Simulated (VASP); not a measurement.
Set up this calculation in VASP 6.6.1, as the native input.

```yaml
Task: relaxation of cell and atoms
Functional: PBE
Potentials_or_basis: VASP PAW PBE potentials, release 64 (Cd, Si, O)
Cutoff: 600 eV
k_mesh: 10 × 10 × 10
Occupations: gaussian, width 0.1 eV
Spin: no spin polarisation
Dipole_correction: no
Further_INCAR_settings: ALGO = Normal; EDIFF = 1e-06; IBRION = 2; EDIFFG = -0.01; NSW = 100; ISIF = 3
```

The structure of CdSi4O lies in POSCAR:

```
CdSi4O
1.0
    0.0000000000      3.6425879300      3.6425879300
    3.6425879300      0.0000000000      3.6425879300
    3.6425879300      3.6425879300      0.0000000000
Cd Si O
1 4 1
Direct
    0.5000000000      0.5000000000      0.5000000000
    0.6278313600      0.1240562100      0.1240562100
    0.1240562100      0.1240562100      0.1240562100
    0.1240562100      0.1240562100      0.6278313600
    0.1240562100      0.6278313600      0.1240562100
    0.7500000000      0.7500000000      0.7500000000
```

The input as run:

INCAR

```
SYSTEM = CdSi4O
  PREC = Accurate
  ENCUT = 600
  EDIFF = 1E-6
  ISMEAR = 0
  SIGMA = 0.1
  LREAL = .False.
  LASPH = .True.
  NELM = 100
  ALGO = Normal
  ISIF = 3
  LWAVE = .False.
  LCHARG = .False.
  GGA = PE
  IBRION = 2
  NSW = 100
  EDIFFG = -0.01
```

KPOINTS

```
regular mesh
0
Gamma
  10 10 10
  0 0 0
```

Potentials or basis: VASP PAW PBE potentials, release 64 (Cd, Si, O).

Launch:

```sh
$ cat potpaw_PBE.64/Cd/POTCAR potpaw_PBE.64/Si/POTCAR potpaw_PBE.64/O/POTCAR > POTCAR
$ mpirun -np 1 vasp_std > vasp.out
```

Results of the run:

- Relaxed volume: 15.57 Å³/atom
- Relaxed cell: a = 5.093 Å, b = 5.093 Å, c = 5.093 Å, α = 60.00°, β = 60.00°, γ = 60.00°
- Space group after relaxing (to 0.05 Å): F-43m (No. 216)
- Energy gained by relaxing: 5.2 meV/atom
- Ionic steps: 5
- Pressure after relaxing: 0.1 GPa
- Largest force after relaxing: 0.005 eV/Å
- Band gap on the k mesh: zero (band 17 reaches 7.14 eV, above the bottom of band 18 at 5.35 eV)

Wall time 6.6 min on 1 thread of Oxide Virtual Turin-like Processor (shared host), peak memory 0.32 GiB.
